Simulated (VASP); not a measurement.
Here is a VASP 6.6.1 calculation.

Contents of INCAR:

```
SYSTEM = WC
ALGO     = Normal         ! electronic algorithm
EDIFF    = 1E-7           ! SCF threshold, eV
ENCUT    = 520            ! plane-wave cutoff, eV
GGA      = PE             ! functional
ISIF     = 2              ! what is computed and relaxed
ISMEAR   = 0              ! smearing method
LASPH    = .True.         ! aspherical terms in the spheres
LCHARG   = .True.         ! write CHGCAR
LELF     = .True.         ! ELF
LREAL    = .False.        ! projectors in reciprocal space
LVHAR    = .True.       
LWAVE    = .False.        ! write WAVECAR
NBANDS   = 16             ! bands
NELM     = 100            ! most SCF steps
PREC     = Accurate       ! precision mode
SIGMA    = 0.15           ! smearing width, eV
```

The input KPOINTS:

```
k-points
0
Gamma
  18 18 16
  0 0 0
```

File POSCAR:

```
WC
1.0
    2.9005014360      0.0000000000      0.0000000000
   -1.4502507180      2.5119079273      0.0000000000
    0.0000000000      0.0000000000      2.8290000000
W C
1 1
Direct
   -0.0888587827     -0.0398103764      0.0000000000
    0.6666666667      0.3333333333      0.5000000000
```

Potentials or basis: VASP PAW PBE potentials, release 64 (W_sv, C).

The run is started by

```bash
$ cat potpaw_PBE.64/W_sv/POTCAR potpaw_PBE.64/C/POTCAR > POTCAR
$ mpirun -np 1 vasp_std > vasp.out
```

Problem. Predict the pressure.

Solution. 16.4 GPa.

Problem. What does it give for the largest force?

Solution. 2.969 eV/Å.

Problem. Predict the band gap on the k mesh.

Solution. Zero (bands 9 and 10 overlap by 1.75 eV).

Stress tensor (GPa, compression positive):
```
 9.97 -8.24  0.00
-8.24 18.13  0.00
 0.00  0.00 21.16
```

Caveat: the cell differs from its parent crystal (atom 1 (W) moved by (-0.200, -0.100) A along x and y); the stress differs along the axes, from 10 to 21 GPa; spin-orbit coupling is left out, which moves the levels of the heavy elements; forces of over 1 eV/Å act on the atoms, so gaps and moduli don't describe the material at rest.
